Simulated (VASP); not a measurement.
# Sn (Fd-3m) in VASP: a series of runs

Runs on Sn. Level: PBE+D3(BJ). Tasks: single point, relaxation of cell and atoms.

Everything below comes from runs of VASP 6.6.1. Logs are shortened: lines on timing, memory, paths and dates and some standing lists are left out, and cuts for length are marked.

## 1. The cell of the first run

It takes space group Fd-3m (No. 227, cubic). Conventional cell: a = 6.575 Å, b = 6.575 Å, c = 6.575 Å, α = 90.00°, β = 90.00°, γ = 90.00°. Within 3.8 Å of Sn (site symmetry -43m) lie 4 Sn at 2.85 Å.

## 2. Single point, PBE+D3(BJ)

INCAR

```
PREC = Accurate ; ENCUT = 520
EDIFF = 1E-7 ; ISMEAR = 0
SIGMA = 0.1 ; LREAL = False
LASPH = True ; NELM = 80
ALGO = Normal ; ISIF = 2
LWAVE = False ; LCHARG = False
GGA = PE ; IVDW = 12
NBANDS = 21
```

KPOINTS

```
Automatic mesh
0
Gamma
  12 12 12
```

POSCAR

```
Sn
1.0
    0.0000000000      3.2876477934      3.2876477934
    3.2876477934      0.0000000000      3.2876477934
    3.2876477934      3.2876477934      0.0000000000
Sn
2
Direct
    0.0000000000      0.0000000000      0.0000000000
    0.2500000000      0.2500000000      0.2500000000
```

Potentials or basis: VASP PAW PBE potentials, release 64 (Sn_d).

On the command line:

```
cat potpaw_PBE.64/Sn_d/POTCAR > POTCAR
mpirun -np 1 vasp_std > vasp.out
```

OUTCAR:

```text
PREC = Accurate
   ENCUT = 520
   EDIFF = 1E-7
   ISMEAR = 0
   LREAL = False
   LASPH = True
   NELM = 80
   ISIF = 2
   GGA = PE
   IVDW = 12
 IVDW          = 12

 ion  position               nearest neighbor table
   1  0.000  0.000  0.000-   2 2.85   2 2.85   2 2.85   2 2.85
   2  0.250  0.250  0.250-   1 2.85   1 2.85   1 2.85   1 2.85

  LATTYP: Found a face centered cubic cell.
 ALAT       =     6.5752955868

  Lattice vectors:

 A1 = (   0.0000000000,   3.2876477934,   3.2876477934)
 A2 = (   3.2876477934,   0.0000000000,   3.2876477934)
 A3 = (   3.2876477934,   3.2876477934,   0.0000000000)

Analysis of symmetry for initial positions (statically):
=====================================================================
 Subroutine PRICEL returns:
 Original cell was already a primitive cell.

 Routine SETGRP: Setting up the symmetry group for a
 face centered cubic supercell.

 Subroutine GETGRP returns: Found 48 space group operations
 (whereof 24 operations were pure point group operations)
 out of a pool of 48 trial point group operations.

The static configuration has the point symmetry T_d .
 The point group associated with its full space group is O_h .

Analysis of symmetry for dynamics (positions and initial velocities):
=====================================================================
 Subroutine PRICEL returns:
 Original cell was already a primitive cell.

 Routine SETGRP: Setting up the symmetry group for a
 face centered cubic supercell.

 Subroutine GETGRP returns: Found 48 space group operations
 (whereof 24 operations were pure point group operations)
 out of a pool of 48 trial point group operations.

The dynamic configuration has the point symmetry T_d .
 The point group associated with its full space group is O_h .

 Subroutine INISYM returns: Found 48 space group operations
 (whereof 24 operations are pure point group operations),
 and found     1 'primitive' translations

----------------------------------------------------------------------------------------

                                     Primitive cell

  volume of cell :      71.0699

  direct lattice vectors                    reciprocal lattice vectors
     0.000000000  3.287647793  3.287647793    -0.152084418  0.152084418  0.152084418
     3.287647793  0.000000000  3.287647793     0.152084418 -0.152084418  0.152084418
     3.287647793  3.287647793  0.000000000     0.152084418  0.152084418 -0.152084418

  length of vectors
     4.649436098  4.649436098  4.649436098     0.263417938  0.263417938  0.263417938

  position of ions in fractional coordinates (direct lattice)
     0.000000000  0.000000000  0.000000000
     0.250000000  0.250000000  0.250000000

  ion indices of the primitive-cell ions
   primitive index   ion index
                 1           1
                 2           2

----------------------------------------------------------------------------------------

 KPOINTS: Automatic mesh

Automatic generation of k-mesh.
 Grid dimensions read from file:
 generate k-points for:   12   12   12

 Generating k-lattice:

  Cartesian coordinates                     Fractional coordinates (reciprocal lattice)
    -0.012673701  0.012673701  0.012673701     0.083333333  0.000000000  0.000000000
     0.012673701 -0.012673701  0.012673701     0.000000000  0.083333333  0.000000000
     0.012673701  0.012673701 -0.012673701     0.000000000  0.000000000  0.083333333

  Length of vectors
     0.021951495  0.021951495  0.021951495

  Shift w.r.t. Gamma in fractional coordinates (k-lattice)
     0.000000000  0.000000000  0.000000000

 Subroutine IBZKPT returns following result:
 ===========================================

 Found     72 irreducible k-points:

 Following reciprocal coordinates:
            Coordinates               Weight
  0.000000  0.000000  0.000000      1.000000
  0.083333  0.000000  0.000000      8.000000
  0.166667  0.000000  0.000000      8.000000
  0.250000  0.000000  0.000000      8.000000
  0.333333  0.000000  0.000000      8.000000
  0.416667  0.000000  0.000000      8.000000
[... 16 lines left out ...]
  0.500000  0.166667  0.000000     24.000000
 -0.416667  0.166667  0.000000     24.000000
 [... further k-points ...]
   k-points           NKPTS =     72   k-points in BZ     NKDIM =     72   number of bands    NBANDS=     21
   number of dos      NEDOS =    301   number of ions     NIONS =      2
   total plane-waves  NPLWV =  46656
   dimension x,y,z NGX =    36 NGY =   36 NGZ =   36
   dimension x,y,z NGXF=    72 NGYF=   72 NGZF=   72
   ions per type =               2
   NGX,Y,Z   is equivalent  to a cutoff of  12.87, 12.87, 12.87 a.u.
   NGXF,Y,Z  is equivalent  to a cutoff of  25.74, 25.74, 25.74 a.u.
 SYSTEM =  unknown system
   PREC   = accura    normal or accurate (medium, high low for compatibility)
   ISTART =      0    job   : 0-new  1-cont  2-samecut
   ICHARG =      2    charge: 1-file 2-atom 10-const
   ISPIN  =      1    spin polarized calculation?
   LNONCOLLINEAR =      F non collinear calculations
   LSORBIT =      F    spin-orbit coupling
   LASPH  =      T    aspherical Exc in radial PAW
   ENCUT  =  520.0 eV  38.22 Ry    6.18 a.u.   8.64  8.64  8.64*2*pi/ulx,y,z
   NELM   =     80;   NELMIN=  2; NELMDL= -5     # of ELM steps
   EDIFF  = 0.1E-06   stopping-criterion for ELM
   LREAL  =      F    real-space projection
   EDIFFG = 0.1E-05   stopping-criterion for IOM
   NSW    =      0    number of steps for IOM
   IBRION =     -1    ionic relax: 0-MD 1-quasi-New 2-CG
   NFREE  =      0    steps in history (QN), initial steepest desc. (CG)
   ISIF   =      2    stress and relaxation
   ISYM   =      2    0-nonsym 1-usesym 2-fastsym
   POTIM  = 0.5000    time-step for ionic-motion
   TEBEG  =    0.0;   TEEND  =   0.0 temperature during run
   PSTRESS=    0.0 pullay stress
   NELECT =      28.0000    total number of electrons
   NUPDOWN=      -1.0000    fix difference up-down
   EMIN   =  10.00;   EMAX   =-10.00  energy-range for DOS
   EFERMI =   0.00;   METHOD = LEGACY
   ISMEAR =     0;   SIGMA  =   0.10  broadening in eV -4-tet -1-fermi 0-gaus
   EFERMI_NEDOS =   21; number of points for ismear=-14 and -15
   IALGO  =     38    algorithm
   IMIX   =      4    mixing-type and parameters
     AMIX     =   0.40;   BMIX     =  1.00
     AMIX_MAG =   1.60;   BMIX_MAG =  1.00
  volume/ion in A,a.u.               =      35.53       239.80
  Fermi-wavevector in a.u.,A,eV,Ry     =   1.200141  2.267937 19.596990  1.440338
  Thomas-Fermi vector in A             =   2.335985
   LORBIT       =      0    0 simple, 1 ext, 2 COOP (PROOUT), +10 PAW based schemes
   GGA     = PE    functional components
   LHFCALC =     F    Hartree Fock is set to
   AEXX    =    0.0000 exact exchange contribution
   IVDW    =    12    specifies the selected vdW correction
   LEPSILON=     F    determine dielectric tensor
   LRPA    =     F    only Hartree local field effects (RPA)
 non-spin polarized calculation
 Gauss-broadening in eV      SIGMA  =   0.10
  energy-cutoff  :      520.00
  volume of cell :       71.07
 maximum number of plane-waves:      1936
   NGX = 17   NGY = 17   NGZ = 17

 number of electron      27.9999985 magnetization

 Free energy of the ion-electron system (eV)
  ---------------------------------------------------
  ext. energy  EPLUGINS =         0.00000000
  ---------------------------------------------------
  free energy    TOTEN  =        -7.68203695 eV

  energy without entropy =       -7.68081251  energy(sigma->0) =       -7.68142473

 E-fermi :   5.2244     XC(G=0):  -8.7048

 val. band max:        5.1944999197   @ k =   0.4167   0.0000   0.0000
 cond. band min:       5.3184454306   @ k =   0.0000   0.0000   0.0000
 fundamental gap:      0.1239455109
 Fermi energy:         5.2244431953

 k-point     1 :       0.0000    0.0000    0.0000
  band No.  band energies     occupation
      1     -16.3785      2.00000
      2     -16.3785      2.00000
      3     -16.3785      2.00000
      4     -16.3242      2.00000
      5     -16.3242      2.00000
      6     -16.0460      2.00000
[... 13 lines left out ...]
     20      13.0999      0.00000
     21      13.0999      0.00000

 k-point     2 :       0.0833    0.0000    0.0000
  band No.  band energies     occupation
      1     -16.3835      2.00000
      2     -16.3835      2.00000
      3     -16.3770      2.00000
      4     -16.3174      2.00000
      5     -16.3174      2.00000
      6     -16.0595      2.00000
[... 13 lines left out ...]
     20      12.5451      0.00000
     21      12.5451      0.00000

 k-point     3 :       0.1667    0.0000    0.0000
  band No.  band energies     occupation
      1     -16.3930      2.00000
      2     -16.3930      2.00000
      3     -16.3726      2.00000
      4     -16.3032      2.00000
      5     -16.3032      2.00000
      6     -16.0747      2.00000
[... 13 lines left out ...]
     20      12.1100      0.00000
     21      12.1100      0.00000

 k-point     4 :       0.2500    0.0000    0.0000
  band No.  band energies     occupation
      1     -16.4014      2.00000
      2     -16.4014      2.00000
      3     -16.3666      2.00000
      4     -16.2888      2.00000
      5     -16.2888      2.00000
      6     -16.0874      2.00000
[... 13 lines left out ...]
     20      12.0737      0.00000
     21      12.0737      0.00000

 k-point     5 :       0.3333    0.0000    0.0000
  band No.  band energies     occupation
      1     -16.4072      2.00000
      2     -16.4072      2.00000
      3     -16.3602      2.00000
      4     -16.2779      2.00000
      5     -16.2779      2.00000
      6     -16.0962      2.00000
[... 13 lines left out ...]
     20      12.5000      0.00000
     21      12.5000      0.00000
[... 382 lines left out ...]
     20      12.8473      0.00000
     21      13.4800      0.00000

 k-point    22 :       0.4167    0.1667    0.0000
  band No.  band energies     occupation
      1     -16.4260      2.00000
      2     -16.4116      2.00000
      3     -16.3445      2.00000
      4     -16.2653      2.00000
      5     -16.2400      2.00000
      6     -16.1528      2.00000
[... 13 lines left out ...]
     20      13.3118      0.00000
     21      14.0190      0.00000

 k-point    23 :       0.5000    0.1667    0.0000
  band No.  band energies     occupation
      1     -16.4315      2.00000
      2     -16.4159      2.00000
      3     -16.3305      2.00000
      4     -16.2539      2.00000
      5     -16.2436      2.00000
      6     -16.1452      2.00000
[... 13 lines left out ...]
     20      13.7669      0.00000
     21      14.0139      0.00000

 k-point    24 :      -0.4167    0.1667    0.0000
  band No.  band energies     occupation
      1     -16.4322      2.00000
      2     -16.4184      2.00000
      3     -16.3238      2.00000
      4     -16.2546      2.00000
      5     -16.2460      2.00000
      6     -16.1282      2.00000
[... 13 lines left out ...]
     20      12.9896      0.00000
     21      13.1970      0.00000

 [... further k-points ...]

------------------------ aborting loop because EDIFF is reached ----------------------------------------

 Edisp (eV)   -0.58857

 E8    (eV) :    -0.2846

  FORCE on cell =-STRESS in cart. coord.  units (eV):
  Direction    XX          YY          ZZ          XY          YZ          ZX
  --------------------------------------------------------------------------------------
  -------------------------------------------------------------------------------------
  Total      -0.03919    -0.03919    -0.03919     0.00000     0.00000    -0.00000
  in kB      -0.88342    -0.88342    -0.88342     0.00000     0.00000    -0.00000
  external pressure =       -0.88 kB  Pullay stress =        0.00 kB

 VOLUME and BASIS-vectors are now :
 -----------------------------------------------------------------------------
  energy-cutoff  :      520.00
  volume of cell :       71.07
      direct lattice vectors                 reciprocal lattice vectors
     0.000000000  3.287647793  3.287647793    -0.152084418  0.152084418  0.152084418
     3.287647793  0.000000000  3.287647793     0.152084418 -0.152084418  0.152084418
     3.287647793  3.287647793  0.000000000     0.152084418  0.152084418 -0.152084418

 POSITION                                       TOTAL-FORCE (eV/Angst)
 -----------------------------------------------------------------------------------
      0.00000      0.00000      0.00000         0.000000      0.000000      0.000000
      1.64382      1.64382      1.64382        -0.000000     -0.000000     -0.000000
 -----------------------------------------------------------------------------------
    total drift:                                0.000000      0.000000      0.000000

  FREE ENERGIE OF THE ION-ELECTRON SYSTEM (eV)
  ---------------------------------------------------
  free  energy   TOTEN  =        -8.2706051811 eV

  energy  without entropy=       -8.2693807415  energy(sigma->0) =       -8.26999296
```

It took 39 s on 1 thread of Intel Xeon 6975P-C (Granite Rapids), shared host; peak memory 0.25 GiB.

Results:

| Quantity | Value |
| --- | --- |
| Free energy | -8.2706 eV |
| Pressure | -0.1 GPa |
| Band gap on the k mesh | zero (band 14 reaches 5.32 eV, above the bottom of band 15 at 5.15 eV) |
| Dispersion energy per atom | -0.294 eV |

Levels at points of the mesh, in eV from the Fermi level:
| k point | band 10 | band 11 | band 12 | band 13 | band 14 | band 15 | band 16 | band 17 | band 18 | band 19 |
| --- | --- | --- | --- | --- | --- | --- | --- | --- | --- | --- |
| (0.00, 0.00, 0.00) | -21.27 | -10.34 | -0.90 | 0.09 | 0.09 | 0.09 | 2.16 | 2.16 | 2.16 | 5.00 |
| (0.50, 0.00, 0.00) | -21.22 | -8.79 | -6.14 | -1.05 | -1.05 | -0.07 | 3.22 | 3.22 | 5.68 | 8.35 |
| (0.50, 0.50, 0.00) | -21.20 | -7.37 | -7.37 | -2.33 | -2.33 | 0.87 | 0.87 | 7.49 | 7.49 | 9.04 |

Caveat: spin-orbit coupling is left out, which moves the levels of the heavy elements; pairwise dispersion overbinds metals, which lowers pressure and volume.

(Part 1 of 2 ends here.)
